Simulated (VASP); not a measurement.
# Si2Sn3 (P-6m2) in VASP: further runs

Runs on Si2Sn3. Level: PBE. Tasks: single point, relaxation of cell and atoms.

Program: VASP 6.6.1. These are calculated values, not measurements. Logs are shortened: lines on timing, memory, paths and dates and some standing lists are left out, and cuts for length are marked.

**1. The cell of the first run**

The structure is hexagonal, space group P-6m2 (No. 187). The conventional cell has a = 3.039 Å, b = 3.039 Å, c = 28.656 Å, α = 90.00°, β = 90.00°, γ = 120.00°. Within 4.0 Å of Si (site symmetry 3m) lie 9 Si at 3.04 to 3.36 Å and 3 Sn at 3.36 Å. Si (site symmetry -6m2) has 6 Si at 3.04 Å and 6 Sn at 3.36 Å within 4.0 Å. Within 4.0 Å of Si (site symmetry -6m2) lie 12 Si at 3.04 to 3.36 Å. Within 4.0 Å of Sn (site symmetry 3m) lie 12 Sn at 3.04 to 3.36 Å. Within 4.0 Å of Sn (site symmetry 3m) lie 9 Sn at 3.04 to 3.36 Å and 3 Si at 3.36 Å. Sn (site symmetry 3m) has 9 Sn at 3.04 to 3.36 Å and 3 Si at 3.36 Å within 4.0 Å.

**2. Single point, PBE**

Input file INCAR:

```
SYSTEM = Si2Sn3
  PREC = Accurate
  ENCUT = 520
  EDIFF = 1E-6
  ISMEAR = 0
  SIGMA = 0.1
  LREAL = .FALSE.
  LASPH = .TRUE.
  NELM = 60
  ALGO = Fast
  ISIF = 2
  LWAVE = .FALSE.
  LCHARG = .FALSE.
  GGA = PE
  NBANDS = 61
```

Input file KPOINTS:

```
Automatic mesh
0
G
  6 6 1
  0 0 0
```

Input file POSCAR:

```
Si2Sn3
1.0
    3.0391030300      0.0000000000      0.0000000000
   -1.5195515200      2.6319404300      0.0000000000
    0.0000000000      0.0000000000     28.6561981000
Si Sn
4 6
Direct
    0.3333333300      0.6666666700      0.9000000000
    0.3333333300      0.6666666700      0.1000000000
    0.3333333300      0.6666666700      0.5000000000
    0.6666666700      0.3333333300      0.0000000000
    0.3333333300      0.6666666700      0.7000000000
    0.3333333300      0.6666666700      0.3000000000
    0.6666666700      0.3333333300      0.8000000000
    0.6666666700      0.3333333300      0.2000000000
    0.6666666700      0.3333333300      0.4000000000
    0.6666666700      0.3333333300      0.6000000000
```

Potentials or basis: VASP PAW PBE potentials, release 64 (Si, Sn_d).

Command:

```
$ cat potpaw_PBE.64/Si/POTCAR potpaw_PBE.64/Sn_d/POTCAR > POTCAR
$ mpirun -np 1 vasp_std > vasp.out
```

OUTCAR:

```text
SYSTEM = Si2Sn3
   PREC = Accurate
   ENCUT = 520
   EDIFF = 1E-6
   ISMEAR = 0
   LREAL = .FALSE.
   LASPH = .TRUE.
   NELM = 60
   ISIF = 2
   GGA = PE

 ion  position               nearest neighbor table
   1  0.333  0.667  0.900-   7 3.36   7 3.36   7 3.36
   2  0.333  0.667  0.100-   8 3.36   8 3.36   8 3.36
   3  0.333  0.667  0.500-   9 3.36  10 3.36   9 3.36  10 3.36   9 3.36  10 3.36
   4  0.667  0.333  0.000-
   5  0.333  0.667  0.700-   7 3.36  10 3.36   7 3.36  10 3.36   7 3.36  10 3.36
   6  0.333  0.667  0.300-   8 3.36   9 3.36   8 3.36   9 3.36   8 3.36   9 3.36
   7  0.667  0.333  0.800-   5 3.36   1 3.36   5 3.36   1 3.36   5 3.36   1 3.36
   8  0.667  0.333  0.200-   6 3.36   2 3.36   6 3.36   2 3.36   6 3.36   2 3.36
   9  0.667  0.333  0.400-   3 3.36   6 3.36   3 3.36   6 3.36   3 3.36   6 3.36
  10  0.667  0.333  0.600-   3 3.36   5 3.36   3 3.36   5 3.36   3 3.36   5 3.36

  LATTYP: Found a hexagonal cell.
 ALAT       =     3.0391030300
 C/A-ratio  =     9.4291630843

  Lattice vectors:

 A1 = (   3.0391030300,   0.0000000000,   0.0000000000)
 A2 = (  -1.5195515200,   2.6319404300,   0.0000000000)
 A3 = (   0.0000000000,   0.0000000000,  28.6561981000)

Analysis of symmetry for initial positions (statically):
=====================================================================
 Subroutine PRICEL returns:
 Original cell was already a primitive cell.

 Routine SETGRP: Setting up the symmetry group for a
 hexagonal supercell.

 Subroutine GETGRP returns: Found 12 space group operations
 (whereof 12 operations were pure point group operations)
 out of a pool of 24 trial point group operations.

The static configuration has the point symmetry D_3h.

Analysis of symmetry for dynamics (positions and initial velocities):
=====================================================================
 Subroutine PRICEL returns:
 Original cell was already a primitive cell.

 Routine SETGRP: Setting up the symmetry group for a
 hexagonal supercell.

 Subroutine GETGRP returns: Found 12 space group operations
 (whereof 12 operations were pure point group operations)
 out of a pool of 24 trial point group operations.

The dynamic configuration has the point symmetry D_3h.

 Subroutine INISYM returns: Found 12 space group operations
 (whereof 12 operations are pure point group operations),
 and found     1 'primitive' translations

----------------------------------------------------------------------------------------

                                     Primitive cell

  volume of cell :     229.2134

  direct lattice vectors                    reciprocal lattice vectors
     3.039103030  0.000000000  0.000000000     0.329044455  0.189973905  0.000000000
    -1.519551520  2.631940430  0.000000000     0.000000000  0.379947809  0.000000000
     0.000000000  0.000000000 28.656198100     0.000000000  0.000000000  0.034896465

  length of vectors
     3.039103030  3.039103034 28.656198100     0.379947810  0.379947809  0.034896465

  position of ions in fractional coordinates (direct lattice)
     0.333333330  0.666666670  0.900000000
     0.333333330  0.666666670  0.100000000
     0.333333330  0.666666670  0.500000000
     0.666666670  0.333333330  0.000000000
     0.333333330  0.666666670  0.700000000
     0.333333330  0.666666670  0.300000000
     0.666666670  0.333333330  0.800000000
     0.666666670  0.333333330  0.200000000
     0.666666670  0.333333330  0.400000000
     0.666666670  0.333333330  0.600000000

  ion indices of the primitive-cell ions
   primitive index   ion index
                 1           1
                 2           2
                 3           3
                 4           4
                 5           5
                 6           6
                 7           7
                 8           8
                 9           9
                10          10

----------------------------------------------------------------------------------------

 KPOINTS: Automatic mesh

Automatic generation of k-mesh.
 Grid dimensions read from file:
 generate k-points for:    6    6    1

 Generating k-lattice:

  Cartesian coordinates                     Fractional coordinates (reciprocal lattice)
     0.054840742  0.031662318  0.000000000     0.166666667  0.000000000  0.000000000
     0.000000000  0.063324635  0.000000000     0.000000000  0.166666667  0.000000000
     0.000000000  0.000000000  0.034896465     0.000000000  0.000000000  1.000000000

  Length of vectors
     0.063324635  0.063324635  0.034896465

  Shift w.r.t. Gamma in fractional coordinates (k-lattice)
     0.000000000  0.000000000  0.000000000

 Subroutine IBZKPT returns following result:
 ===========================================

 Found      7 irreducible k-points:

 Following reciprocal coordinates:
            Coordinates               Weight
  0.000000  0.000000  0.000000      1.000000
  0.166667  0.000000  0.000000      6.000000
  0.333333 -0.000000  0.000000      6.000000
  0.500000  0.000000  0.000000      3.000000
  0.166667  0.166667  0.000000      6.000000
  0.333333  0.166667  0.000000     12.000000
  0.333333  0.333333  0.000000      2.000000
   k-points           NKPTS =      7   k-points in BZ     NKDIM =      7   number of bands    NBANDS=     61
   number of dos      NEDOS =    301   number of ions     NIONS =     10
   total plane-waves  NPLWV = 124416
   dimension x,y,z NGX =    24 NGY =   24 NGZ =  216
   dimension x,y,z NGXF=    48 NGYF=   48 NGZF=  432
   ions per type =               4   6
   NGX,Y,Z   is equivalent  to a cutoff of  13.13, 13.13, 12.53 a.u.
   NGXF,Y,Z  is equivalent  to a cutoff of  26.26, 26.26, 25.06 a.u.
 SYSTEM =  Si2Sn3
   PREC   = accura    normal or accurate (medium, high low for compatibility)
   ISTART =      0    job   : 0-new  1-cont  2-samecut
   ICHARG =      2    charge: 1-file 2-atom 10-const
   ISPIN  =      1    spin polarized calculation?
   LNONCOLLINEAR =      F non collinear calculations
   LSORBIT =      F    spin-orbit coupling
   LASPH  =      T    aspherical Exc in radial PAW
   ENCUT  =  520.0 eV  38.22 Ry    6.18 a.u.   5.65  5.65 53.28*2*pi/ulx,y,z
   NELM   =     60;   NELMIN=  2; NELMDL= -5     # of ELM steps
   EDIFF  = 0.1E-05   stopping-criterion for ELM
   LREAL  =      F    real-space projection
   EDIFFG = 0.1E-04   stopping-criterion for IOM
   NSW    =      0    number of steps for IOM
   IBRION =     -1    ionic relax: 0-MD 1-quasi-New 2-CG
   NFREE  =      0    steps in history (QN), initial steepest desc. (CG)
   ISIF   =      2    stress and relaxation
   ISYM   =      2    0-nonsym 1-usesym 2-fastsym
   POTIM  = 0.5000    time-step for ionic-motion
   TEBEG  =    0.0;   TEEND  =   0.0 temperature during run
   PSTRESS=    0.0 pullay stress
   NELECT =     100.0000    total number of electrons
   NUPDOWN=      -1.0000    fix difference up-down
   EMIN   =  10.00;   EMAX   =-10.00  energy-range for DOS
   EFERMI =   0.00;   METHOD = LEGACY
   ISMEAR =     0;   SIGMA  =   0.10  broadening in eV -4-tet -1-fermi 0-gaus
   EFERMI_NEDOS =   21; number of points for ismear=-14 and -15
   IALGO  =     68    algorithm
   IMIX   =      4    mixing-type and parameters
     AMIX     =   0.40;   BMIX     =  1.00
     AMIX_MAG =   1.60;   BMIX_MAG =  1.00
  volume/ion in A,a.u.               =      22.92       154.68
  Fermi-wavevector in a.u.,A,eV,Ry     =   1.241637  2.346355 20.975607  1.541664
  Thomas-Fermi vector in A             =   2.376027
   LORBIT       =      0    0 simple, 1 ext, 2 COOP (PROOUT), +10 PAW based schemes
   GGA     = PE    functional components
   LHFCALC =     F    Hartree Fock is set to
   AEXX    =    0.0000 exact exchange contribution
   IVDW    =     0    specifies the selected vdW correction
   LEPSILON=     F    determine dielectric tensor
   LRPA    =     F    only Hartree local field effects (RPA)
 non-spin polarized calculation
 RMM-DIIS sequential band-by-band and
 Gauss-broadening in eV      SIGMA  =   0.10
  energy-cutoff  :      520.00
  volume of cell :      229.21
 maximum number of plane-waves:      6215
 NGX is ok and might be reduce to    24
   NGX = 11   NGY = 11   NGZ =107

 number of electron     100.0000000 magnetization

 number of electron      99.9999978 magnetization

 Free energy of the ion-electron system (eV)
  ---------------------------------------------------
  ext. energy  EPLUGINS =         0.00000000
  ---------------------------------------------------
  free energy    TOTEN  =       -38.99314310 eV

  energy without entropy =      -38.96236164  energy(sigma->0) =      -38.97775237

 E-fermi :   8.5771     XC(G=0): -10.4637

 val. band max:        8.0189526022   @ k =   0.3333   0.1667   0.0000
 cond. band min:       8.5965733403   @ k =   0.3333  -0.0000   0.0000
 fundamental gap:      0.5776207381
 Fermi energy:         8.5770651820

 k-point     1 :       0.0000    0.0000    0.0000
  band No.  band energies     occupation
      1     -13.5686      2.00000
      2     -13.5686      2.00000
      3     -13.5391      2.00000
      4     -13.5391      2.00000
      5     -13.5391      2.00000
      6     -13.5391      2.00000
[... 53 lines left out ...]
     60      17.4241      0.00000
     61      17.4516      0.00000

 k-point     2 :       0.1667    0.0000    0.0000
  band No.  band energies     occupation
      1     -13.5826      2.00000
      2     -13.5826      2.00000
      3     -13.5153      2.00000
      4     -13.5153      2.00000
      5     -13.5087      2.00000
      6     -13.5087      2.00000
[... 53 lines left out ...]
     60      13.8508      0.00000
     61      13.9185      0.00000

 k-point     3 :       0.3333   -0.0000    0.0000
  band No.  band energies     occupation
      1     -13.6563      2.00000
      2     -13.6563      2.00000
      3     -13.5834      2.00000
      4     -13.5833      2.00000
      5     -13.5737      2.00000
      6     -13.5737      2.00000
[... 53 lines left out ...]
     60      12.2661      0.00000
     61      12.4509      0.00000

 k-point     4 :       0.5000    0.0000    0.0000
  band No.  band energies     occupation
      1     -13.6935      2.00000
      2     -13.6935      2.00000
      3     -13.6180      2.00000
      4     -13.6180      2.00000
      5     -13.6078      2.00000
      6     -13.6078      2.00000
[... 53 lines left out ...]
     60      11.5792      0.00000
     61      11.6958      0.00000

 k-point     5 :       0.1667    0.1667    0.0000
  band No.  band energies     occupation
      1     -13.5637      2.00000
      2     -13.5637      2.00000
      3     -13.5076      2.00000
      4     -13.5076      2.00000
      5     -13.4940      2.00000
      6     -13.4940      2.00000
[... 53 lines left out ...]
     60      11.3196      0.00000
     61      11.4868      0.00000

 k-point     6 :       0.3333    0.1667    0.0000
  band No.  band energies     occupation
      1     -13.5894      2.00000
      2     -13.5894      2.00000
      3     -13.5185      2.00000
      4     -13.5185      2.00000
      5     -13.5072      2.00000
      6     -13.5072      2.00000
[... 53 lines left out ...]
     60       9.7003      0.00000
     61      10.3870      0.00000

 k-point     7 :       0.3333    0.3333    0.0000
  band No.  band energies     occupation
      1     -13.4691      2.00000
      2     -13.4691      2.00000
      3     -13.4540      2.00000
      4     -13.4540      2.00000
      5     -13.4162      2.00000
      6     -13.4161      2.00000
[... 53 lines left out ...]
     60       7.7227      2.00000
     61       9.2080      0.00000

------------------------ aborting loop because EDIFF is reached ----------------------------------------

  FORCE on cell =-STRESS in cart. coord.  units (eV):
  Direction    XX          YY          ZZ          XY          YZ          ZX
  --------------------------------------------------------------------------------------
  -------------------------------------------------------------------------------------
  Total        5.6239071      5.6239071      4.0000053     -0.0000000     -0.0000000      0.0000000
  in kB       39.3105094     39.3105094     27.9596096     -0.0000001     -0.0000000      0.0000000
  external PRESSURE =      35.5268762 kB  Pullay stress =       0.0000000 kB

 VOLUME and BASIS-vectors are now :
 -----------------------------------------------------------------------------
  energy-cutoff  :      520.00
  volume of cell :      229.21
      direct lattice vectors                 reciprocal lattice vectors
     3.039103030  0.000000000  0.000000000     0.329044455  0.189973905  0.000000000
    -1.519551520  2.631940430  0.000000000     0.000000000  0.379947809  0.000000000
     0.000000000  0.000000000 28.656198100     0.000000000  0.000000000  0.034896465

 POSITION                                       TOTAL-FORCE (eV/Angst)
 -----------------------------------------------------------------------------------
     -0.00000      1.75463     25.79058         0.000000     -0.000000      0.399140
     -0.00000      1.75463      2.86562         0.000000     -0.000000     -0.399140
     -0.00000      1.75463     14.32810         0.000000     -0.000000     -0.000000
      1.51955      0.87731      0.00000         0.000000     -0.000000     -0.000000
     -0.00000      1.75463     20.05934         0.000000     -0.000000     -0.008766
     -0.00000      1.75463      8.59686        -0.000000     -0.000000      0.008766
      1.51955      0.87731     22.92496        -0.000000      0.000000      0.710036
      1.51955      0.87731      5.73124        -0.000000     -0.000000     -0.710036
      1.51955      0.87731     11.46248         0.000000      0.000000      0.710944
      1.51955      0.87731     17.19372         0.000000      0.000000     -0.710944
 -----------------------------------------------------------------------------------
    total drift:                               -0.000012      0.000007      0.000000

  FREE ENERGIE OF THE ION-ELECTRON SYSTEM (eV)
  ---------------------------------------------------
  free  energy   TOTEN  =       -38.9931431045 eV

  energy  without entropy=      -38.9623616371  energy(sigma->0) =      -38.97775237
```

It took 76 s on 1 thread of Intel Xeon 6975P-C (Granite Rapids), shared host; peak memory 0.38 GiB.

Results:

* Free energy: -38.9931 eV
* Pressure: 3.6 GPa
* Largest force: 0.711 eV/Å
* Band gap on the k mesh: zero (bands 50 and 51 overlap by 7.08 eV)

Forces in eV/Å, atoms in the order of the input:
```
Si   0.000  0.000  0.399
Si   0.000  0.000 -0.399
Si   0.000  0.000  0.000
Si   0.000  0.000  0.000
Sn   0.000  0.000 -0.009
Sn   0.000  0.000  0.009
Sn   0.000  0.000  0.710
Sn   0.000  0.000 -0.710
Sn   0.000  0.000  0.711
Sn   0.000  0.000 -0.711
```

Caveat: the k points lie up to 0.40 Å⁻¹ apart, too coarse for converged energies and pressures of a metal; spin-orbit coupling is left out, which moves the levels of the heavy elements.

**3. Single point, PBE**

This run uses another cell than the first one, of 23.53 Å³/atom.

Input file INCAR:

```
SYSTEM = Si2Sn3
ALGO = Fast
EDIFF = 1E-7
ENCUT = 520
GGA = PE
ISIF = 2
ISMEAR = 0
LASPH = .True.
LCHARG = .True.
LELF = .True.
LREAL = .False.
LVHAR = .True.
LWAVE = .False.
NBANDS = 61
NELM = 100
PREC = Accurate
SIGMA = 0.1
```

Input file KPOINTS:

```
k-points
0
Gamma
  6 6 1
  0 0 0
```

Input file POSCAR:

```
Si2Sn3
1.0
    3.4488296906      0.0000000033      0.0000000000
   -1.7244148482      2.9867741238      0.0000000000
    0.0000000000      0.0000000000     22.8405797721
Si Sn
4 6
Direct
    0.3333333333      0.6666666667      0.9370223656
    0.3333333333      0.6666666667      0.0629776344
    0.3333333333      0.6666666667      0.5000000000
    0.6666666667      0.3333333333      0.0000000000
    0.3333333333      0.6666666667      0.7121104625
    0.3333333333      0.6666666667      0.2878895375
    0.6666666667      0.3333333333      0.8330792946
    0.6666666667      0.3333333333      0.1669207054
    0.6666666667      0.3333333333      0.4066402172
    0.6666666667      0.3333333333      0.5933597828
```

Potentials or basis: VASP PAW PBE potentials, release 64 (Si, Sn_d).

Command:

```
$ cat potpaw_PBE.64/Si/POTCAR potpaw_PBE.64/Sn_d/POTCAR > POTCAR
$ mpirun -np 1 vasp_std > vasp.out
```

OUTCAR:

```text
SYSTEM = Si2Sn3
   EDIFF = 1E-7
   ENCUT = 520
   GGA = PE
   ISIF = 2
   ISMEAR = 0
   LASPH = .True.
   LREAL = .False.
   NELM = 100
   PREC = Accurate

 ion  position               nearest neighbor table
   1  0.333  0.667  0.937-   4 2.46   4 2.46   4 2.46   2 2.88   7 3.10   7 3.10   7 3.10
   2  0.333  0.667  0.063-   4 2.46   4 2.46   4 2.46   1 2.88   8 3.10   8 3.10   8 3.10
   3  0.333  0.667  0.500-   9 2.92  10 2.92   9 2.92  10 2.92   9 2.92  10 2.92
   4  0.667  0.333  0.000-   1 2.46   2 2.46   1 2.46   2 2.46   1 2.46   2 2.46
[... 656 lines left out ...]
  external PRESSURE =       2.2515976 kB  Pullay stress =       0.0000000 kB

 VOLUME and BASIS-vectors are now :
 -----------------------------------------------------------------------------
  energy-cutoff  :      520.00
  volume of cell :      235.28
      direct lattice vectors                 reciprocal lattice vectors
     3.448829691  0.000000003  0.000000000     0.289953430  0.167404691  0.000000000
    -1.724414848  2.986774124  0.000000000    -0.000000000  0.334809382  0.000000000
     0.000000000  0.000000000 22.840579772     0.000000000  0.000000000  0.043781726

 POSITION                                       TOTAL-FORCE (eV/Angst)
 -----------------------------------------------------------------------------------
     -0.00000      1.99118     21.40213        -0.000000     -0.000000      0.024020
     -0.00000      1.99118      1.43845        -0.000000     -0.000000     -0.024020
     -0.00000      1.99118     11.42029        -0.000000      0.000000      0.000000
      1.72441      0.99559      0.00000        -0.000000      0.000000      0.000000
     -0.00000      1.99118     16.26502         0.000000      0.000000      0.004870
     -0.00000      1.99118      6.57556         0.000000      0.000000     -0.004870
      1.72441      0.99559     19.02801         0.000000      0.000000      0.010486
      1.72441      0.99559      3.81257        -0.000000      0.000000     -0.010486
      1.72441      0.99559      9.28790         0.000000     -0.000000      0.010799
      1.72441      0.99559     13.55268         0.000000     -0.000000     -0.010799
 -----------------------------------------------------------------------------------
    total drift:                                0.000000     -0.000000      0.000000

  FREE ENERGIE OF THE ION-ELECTRON SYSTEM (eV)
  ---------------------------------------------------
  free  energy   TOTEN  =       -41.8372883821 eV

  energy  without entropy=      -41.8116432629  energy(sigma->0) =      -41.82446582
```

stdout:

```text
POSCAR found type information on POSCAR SiSn
 POSCAR found :  2 types and      10 ions
 scaLAPACK will be used
 LDA part: xc-table for (Slater+PW92), standard interpolation
 POSCAR, INCAR and KPOINTS ok, starting setup
 FFT: planning ... GRIDC
 FFT: planning ... GRID_SOFT
 FFT: planning ... GRID
 WAVECAR not read
 entering main loop
WARNING in EDDRMM: call to ZHEGV failed, returncode =   8  4     58
```

It took 2.1 min on 1 thread of Intel Xeon 6975P-C (Granite Rapids), shared host; peak memory 0.39 GiB.

What came out:

- Free energy: -41.8373 eV
- Pressure: 0.2 GPa
- Largest force: 0.024 eV/Å
- Band gap on the k mesh: zero (bands 50 and 51 overlap by 4.91 eV)

Forces in eV/Å, atoms in the order of the input:
```
Si   0.000  0.000  0.024
Si   0.000  0.000 -0.024
Si   0.000  0.000  0.000
Si   0.000  0.000  0.000
Sn   0.000  0.000  0.005
Sn   0.000  0.000 -0.005
Sn   0.000  0.000  0.010
Sn   0.000  0.000 -0.010
Sn   0.000  0.000  0.011
Sn   0.000  0.000 -0.011
```

Stress tensor (GPa, compression positive):
```
0.28 0.00 0.00
0.00 0.28 0.00
0.00 0.00 0.11
```

Caveat: spin-orbit coupling is left out, which moves the levels of the heavy elements.

(Continued in part 2 of 2.)

The gap in the log of VASP goes by the Fermi energy; the results here count the filled bands.